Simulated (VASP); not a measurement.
Si: single point with HSE06

Si:

```
Si
1.0
     0.00000    2.72212    2.72212
     2.72212    0.00000    2.72212
     2.72212    2.72212    0.00000
Si
2
Direct
  0.00000 0.00000 0.00000
  0.25000 0.25000 0.25000
```

```yaml
Program: VASP 6.6.1
Task: single point
Functional: HSE06
Potentials_or_basis: VASP PAW PBE potentials, release 64 (Si)
Cutoff: 520 eV
k_mesh: 6 × 6 × 6
Occupations: gaussian, width 0.01 eV
Spin: no spin polarisation
Dipole_correction: no
Grid_for_exact_exchange_PRECFOCK: Normal
Further_INCAR_settings: ALGO = Normal; EDIFF = 1e-06; NBANDS = 11
Share_of_exact_exchange: 0.25
Screening_parameter: 0.2079 1/Å
```

```yaml
Pressure: -0.5 GPa
Band_gap_on_the_k_mesh: 1.31 eV (least direct gap 3.32 eV)
```

Levels at points of the mesh, in eV from the valence-band top:
```tsv
k point	band 2	band 3	band 4	band 5	band 6	band 7
(0.00, 0.00, 0.00)	0.00	0.00	0.00	3.32	3.32	3.32
(0.50, 0.00, 0.00)	-7.67	-1.30	-1.30	2.22	4.14	4.14
(0.50, 0.50, 0.00)	-8.64	-3.11	-3.11	1.31	1.31	11.42
```

Wall time 3.8 min on 1 thread of Intel(R) Xeon(R) 6975P-C (Granite Rapids), with other jobs on the host, peak memory 0.27 GiB.

Caveat: the PAW data sets were made with another functional, which shifts forces and pressure a little. A k mesh can miss the band edges.
